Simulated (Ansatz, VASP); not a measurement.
**Two plane-wave programs on Be3CdS2**

```
Be Cd S
1.0
     4.90944    0.00000    0.00000
     0.00000    4.90944    0.00000
     0.00000    0.00000    6.74166
Be Cd S
3 1 2
Direct
  0.00000 0.00000 0.84926
  0.00000 0.00000 0.15074
  0.50000 0.50000 0.00000
  0.00000 0.00000 0.50000
  0.00000 0.50000 0.50000
  0.50000 0.00000 0.50000
```

Alike in both runs: functional PBE; k mesh 8 × 8 × 6; occupations gaussian, width 0.1 eV; no spin polarisation.

Ansatz relaxed the structure, and its values are those at the end. VASP's run is a single point on that final structure, the one shown.

|  | VASP | Ansatz |
| --- | --- | --- |
| version | VASP 6.6.1 | Ansatz 0.2.0 |
| potentials or method | VASP PAW PBE potentials, release 64 (Be, Cd, S), cutoff 600 eV | scalar-relativistic, plane waves, PAW |
| valence electrons in the cell | 30 | 38 |

|  | VASP | Ansatz | Ansatz less VASP |
| --- | --- | --- | --- |
| gap on the k mesh at the Fermi level (eV) | none | none | - |
| pressure (GPa) | 0.2 | 0.0 | -0.17 |

A gap of «none» marks a metal or a gap that the smearing closes. VASP's potentials hold 30 valence electrons a cell and Ansatz's 38, so a difference there can come from the potentials and not from the codes.
